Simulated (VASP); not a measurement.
# Cs (I4_1/amd) in VASP: notebook

Cs is run at these levels: LDA; tasks: single point.

Program: VASP 6.6.1. These are calculated values, not measurements. Logs are shortened: lines on timing, memory, paths and dates and some standing lists are left out, and cuts for length are marked.

## 1. The cell of the first run

The structure is tetragonal, space group I4_1/amd (No. 141). The conventional cell has a = 6.630 Å, b = 6.630 Å, c = 3.365 Å, α = 90.00°, β = 90.00°, γ = 90.00°. Cs (site symmetry -4m2) has 10 Cs at 3.37 to 4.17 Å within 4.4 Å.

## 2. Single point, LDA

File INCAR:

```
ALGO     = Normal         # electronic algorithm
EDIFF    = 1E-6           # SCF threshold, eV
ENCUT    = 500            # plane-wave cutoff, eV
GGA_COMPAT= F            
ISIF     = 2              # what is computed and relaxed
ISMEAR   = -1             # smearing method
LASPH    = T              # aspherical terms in the spheres
LCHARG   = T              # write CHGCAR
LELF     = T              # ELF
LREAL    = F              # projectors in reciprocal space
LVHAR    = T            
LWAVE    = F              # write WAVECAR
NBANDS   = 16             # bands
NELM     = 120            # most SCF steps
PREC     = Accurate       # precision mode
SIGMA    = 0.05           # smearing width, eV
```

File KPOINTS:

```
k-points
0
Gamma
  12 12 12
```

File POSCAR:

```
Cs
1.0
   -3.3151639070      3.3151639070      1.6826936895
    3.3151639070     -3.3151639070      1.6826936895
    3.3151639070      3.3151639070     -1.6826936895
Cs
2
Direct
   -0.3750000000     -0.1250000000     -0.2500000000
    0.3750000000      0.1250000000      0.2500000000
```

Potentials or basis: VASP PAW LDA potentials, release 64 (Cs_sv).

Run with:

```console
cat potpaw_LDA.64/Cs_sv/POTCAR > POTCAR
mpirun -np 1 vasp_std > vasp.out
```

OUTCAR:

```text
EDIFF = 1E-6
   ENCUT = 500
   ISIF = 2
   ISMEAR = -1
   LASPH = T
   LREAL = F
   NELM = 120
   PREC = Accurate

 ion  position               nearest neighbor table
   1  0.625  0.875  0.750-
   2  0.375  0.125  0.250-

  LATTYP: Found a body centered tetragonal cell.
 ALAT       =     6.6303278140
 C/A-ratio  =     0.5075748098

  Lattice vectors:

 A1 = (  -3.3151639070,   3.3151639070,   1.6826936895)
 A2 = (   3.3151639070,  -3.3151639070,   1.6826936895)
 A3 = (   3.3151639070,   3.3151639070,  -1.6826936895)

Analysis of symmetry for initial positions (statically):
=====================================================================
 Subroutine PRICEL returns:
 Original cell was already a primitive cell.

 Routine SETGRP: Setting up the symmetry group for a
 body centered tetragonal supercell.

 Subroutine GETGRP returns: Found 16 space group operations
 (whereof  4 operations were pure point group operations)
 out of a pool of 16 trial point group operations.

The static configuration has the point symmetry C_2h.
 The point group associated with its full space group is D_4h.

Analysis of symmetry for dynamics (positions and initial velocities):
=====================================================================
 Subroutine PRICEL returns:
 Original cell was already a primitive cell.

 Routine SETGRP: Setting up the symmetry group for a
 body centered tetragonal supercell.

 Subroutine GETGRP returns: Found 16 space group operations
 (whereof  4 operations were pure point group operations)
 out of a pool of 16 trial point group operations.

The dynamic configuration has the point symmetry C_2h.
 The point group associated with its full space group is D_4h.

 Subroutine INISYM returns: Found 16 space group operations
 (whereof  4 operations are pure point group operations),
 and found     1 'primitive' translations

----------------------------------------------------------------------------------------

                                     Primitive cell

  volume of cell :      73.9733

  direct lattice vectors                    reciprocal lattice vectors
    -3.315163907  3.315163907  1.682693689     0.000000000  0.150822105  0.297142613
     3.315163907 -3.315163907  1.682693689     0.150822105  0.000000000  0.297142613
     3.315163907  3.315163907 -1.682693689     0.150822105  0.150822105  0.000000000

  length of vectors
[... 75 lines left out ...]
   ICHARG =      2    charge: 1-file 2-atom 10-const
   ISPIN  =      1    spin polarized calculation?
   LNONCOLLINEAR =      F non collinear calculations
   LSORBIT =      F    spin-orbit coupling
   LASPH  =      T    aspherical Exc in radial PAW
   ENCUT  =  500.0 eV  36.75 Ry    6.06 a.u.   9.08  9.08  9.08*2*pi/ulx,y,z
   NELM   =    120;   NELMIN=  2; NELMDL= -5     # of ELM steps
   EDIFF  = 0.1E-05   stopping-criterion for ELM
   LREAL  =      F    real-space projection
   EDIFFG = 0.1E-04   stopping-criterion for IOM
   NSW    =      0    number of steps for IOM
   IBRION =     -1    ionic relax: 0-MD 1-quasi-New 2-CG
   NFREE  =      0    steps in history (QN), initial steepest desc. (CG)
   ISIF   =      2    stress and relaxation
   ISYM   =      2    0-nonsym 1-usesym 2-fastsym
   POTIM  = 0.5000    time-step for ionic-motion
   TEBEG  =    0.0;   TEEND  =   0.0 temperature during run
   PSTRESS=    0.0 pullay stress
   NELECT =      18.0000    total number of electrons
   NUPDOWN=      -1.0000    fix difference up-down
   EMIN   =  10.00;   EMAX   =-10.00  energy-range for DOS
   EFERMI =   0.00;   METHOD = LEGACY
   ISMEAR =    -1;   SIGMA  =   0.05  broadening in eV -4-tet -1-fermi 0-gaus
   EFERMI_NEDOS =   21; number of points for ismear=-14 and -15
   IALGO  =     38    algorithm
   IMIX   =      4    mixing-type and parameters
     AMIX     =   0.40;   BMIX     =  1.00
     AMIX_MAG =   1.60;   BMIX_MAG =  1.00
  volume/ion in A,a.u.               =      36.99       249.60
  Fermi-wavevector in a.u.,A,eV,Ry     =   1.022054  1.931403 14.212578  1.044595
  Thomas-Fermi vector in A             =   2.155713
   LORBIT       =      0    0 simple, 1 ext, 2 COOP (PROOUT), +10 PAW based schemes
   GGA     = CA    functional components
   LHFCALC =     F    Hartree Fock is set to
   AEXX    =    0.0000 exact exchange contribution
   IVDW    =     0    specifies the selected vdW correction
   LEPSILON=     F    determine dielectric tensor
   LRPA    =     F    only Hartree local field effects (RPA)
 non-spin polarized calculation
  energy-cutoff  :      500.00
  volume of cell :       73.97
 maximum number of plane-waves:      1894
   NGX = 19   NGY = 19   NGZ = 19

 number of electron      17.9999997 magnetization

 Free energy of the ion-electron system (eV)
  ---------------------------------------------------
  ext. energy  EPLUGINS =         0.00000000
  ---------------------------------------------------
  free energy    TOTEN  =        -0.67660265 eV

  energy without entropy =       -0.66317585  energy(sigma->0) =       -0.66988925

 E-fermi :   4.9492     XC(G=0):  -9.3349

 val. band max:        4.9489620724   @ k =  -0.4167   0.0833   0.0000
 cond. band min:       4.9583485826   @ k =   0.2500   0.0000   0.0000
 fundamental gap:      0.0093865102
 Fermi energy:         4.9492177755

 k-point     1 :       0.0000    0.0000    0.0000
  band No.  band energies     occupation
      1     -19.4657      2.00000
      2     -18.5073      2.00000
      3      -6.9864      2.00000
      4      -6.9864      2.00000
      5      -4.4758      2.00000
      6      -4.4758      2.00000
[... 433 lines left out ...]
      3      -6.7928      2.00000
      4      -6.2745      2.00000
      5      -6.0991      2.00000
      6      -5.4767      2.00000
[... 8 lines left out ...]
     15      10.0940      0.00000
     16      10.3113      0.00000

 [... further k-points ...]
[... 5 lines left out ...]
  --------------------------------------------------------------------------------------
  -------------------------------------------------------------------------------------
  Total        2.4429234      2.4429234      2.4564303     -0.0000000     -0.0000000      0.0000000
  in kB       52.9109266     52.9109266     53.2034712     -0.0000000     -0.0000000      0.0000000
  external PRESSURE =      53.0084415 kB  Pullay stress =       0.0000000 kB

 VOLUME and BASIS-vectors are now :
 -----------------------------------------------------------------------------
  energy-cutoff  :      500.00
  volume of cell :       73.97
      direct lattice vectors                 reciprocal lattice vectors
    -3.315163907  3.315163907  1.682693689     0.000000000  0.150822105  0.297142613
     3.315163907 -3.315163907  1.682693689     0.150822105  0.000000000  0.297142613
     3.315163907  3.315163907 -1.682693689     0.150822105  0.150822105  0.000000000

 POSITION                                       TOTAL-FORCE (eV/Angst)
 -----------------------------------------------------------------------------------
      3.31516      1.65758      1.26202        -0.000000     -0.000000      0.000000
      0.00000      1.65758      0.42067         0.000000      0.000000     -0.000000
 -----------------------------------------------------------------------------------
    total drift:                               -0.000000     -0.000000      0.000000

  FREE ENERGIE OF THE ION-ELECTRON SYSTEM (eV)
  ---------------------------------------------------
  free  energy   TOTEN  =        -0.6766026543 eV

  energy  without entropy=       -0.6631758467  energy(sigma->0) =       -0.66988925
```

OSZICAR:

```text
N       E                     dE             d eps       ncg     rms          rms(c)
DAV:   1     0.107227561590E+03    0.10723E+03   -0.74577E+03  5216   0.927E+02
DAV:   2     0.607275618693E+01   -0.10115E+03   -0.96525E+02  7656   0.168E+02
DAV:   3    -0.763819171188E+00   -0.68366E+01   -0.67936E+01  6784   0.475E+01
DAV:   4    -0.815367700844E+00   -0.51549E-01   -0.51539E-01  6400   0.470E+00
DAV:   5    -0.815645119235E+00   -0.27742E-03   -0.27742E-03  6776   0.348E-01    0.136E+00
DAV:   6    -0.710283630960E+00    0.10536E+00   -0.98148E-02  5728   0.156E+00    0.638E-01
DAV:   7    -0.677494455246E+00    0.32789E-01   -0.81974E-02  6072   0.144E+00    0.162E-01
DAV:   8    -0.676624470152E+00    0.86999E-03   -0.17413E-03  7208   0.247E-01    0.246E-02
DAV:   9    -0.676605869273E+00    0.18601E-04   -0.63557E-05  6224   0.422E-02    0.110E-02
DAV:  10    -0.676602680476E+00    0.31888E-05   -0.22338E-06  6568   0.104E-02    0.124E-03
DAV:  11    -0.676602654260E+00    0.26216E-07   -0.35850E-07  4192   0.345E-03
   1 F= -.67660265E+00 E0= -.66988925E+00  d E =-.134268E-01
```

stdout:

```text
POSCAR found type information on POSCAR Cs
 POSCAR found :  1 types and       2 ions
 scaLAPACK will be used
 LDA part: xc-table for (Slater(with rela. corr.)+CA(PZ))
 , standard interpolation
 POSCAR, INCAR and KPOINTS ok, starting setup
 FFT: planning ... GRIDC
 FFT: planning ... GRID_SOFT
 FFT: planning ... GRID
 WAVECAR not read
 entering main loop
```

It took 97 s on 1 thread of AMD EPYC 9R45 (Zen 5), shared host; peak memory 0.24 GiB.

What came out:

| Item | Value |
| --- | --- |
| Free energy | -0.6766 eV |
| Pressure | 5.3 GPa |
| Band gap on the k mesh | zero (bands 9 and 10 overlap by 3.02 eV) |

Caveat: the cell stands under pressure; spin-orbit coupling is left out, which moves the levels of the heavy elements.

## 3. Single point, LDA

File INCAR:

```
SYSTEM = Cs
  PREC = Accurate
  ENCUT = 500
  EDIFF = 1E-6
  ISMEAR = -1
  SIGMA = 0.05
  LREAL = .False.
  LASPH = .True.
  NELM = 120
  ALGO = Normal
  ISIF = 2
  LWAVE = .False.
  LCHARG = .True.
  GGA = CA
  LELF = .True.
  LVHAR = .True.
  NBANDS = 16
  GGA_COMPAT = .False.
```

File KPOINTS:

```
regular mesh
0
Gamma
  12 12 12
  0 0 0
```

POSCAR is that of step 2.

Potentials or basis: VASP PAW LDA potentials, release 64 (Cs_sv).

Run with:

```console
cat potpaw_LDA.64/Cs_sv/POTCAR > POTCAR
mpirun -np 1 vasp_std > vasp.out
```

Wall time 95 s (1 thread of AMD EPYC 9R45 (Zen 5), shared host); peak memory 0.24 GiB.

Results (log left out):

```
Free energy            : -0.6766 eV
Pressure               : 5.3 GPa
Band gap on the k mesh : zero (bands 9 and 10 overlap by 3.02 eV)
```

Levels at points of the mesh, in eV from the Fermi level:
| k point | band 7 | band 8 | band 9 | band 10 | band 11 | band 12 |
| --- | --- | --- | --- | --- | --- | --- |
| (0.00, 0.00, 0.00) | -9.01 | -9.00 | -1.78 | -1.37 | 0.88 | 1.43 |
| (0.50, 0.00, 0.00) | -10.07 | -9.25 | -0.73 | -0.42 | 0.82 | 2.75 |
| (0.50, 0.50, 0.00) | -8.96 | -8.96 | 0.66 | 0.66 | 1.44 | 1.44 |
| (0.50, 0.50, 0.50) | -9.03 | -9.03 | 0.69 | 0.69 | 2.17 | 2.17 |

Caveat: the cell stands under pressure; spin-orbit coupling is left out, which moves the levels of the heavy elements.
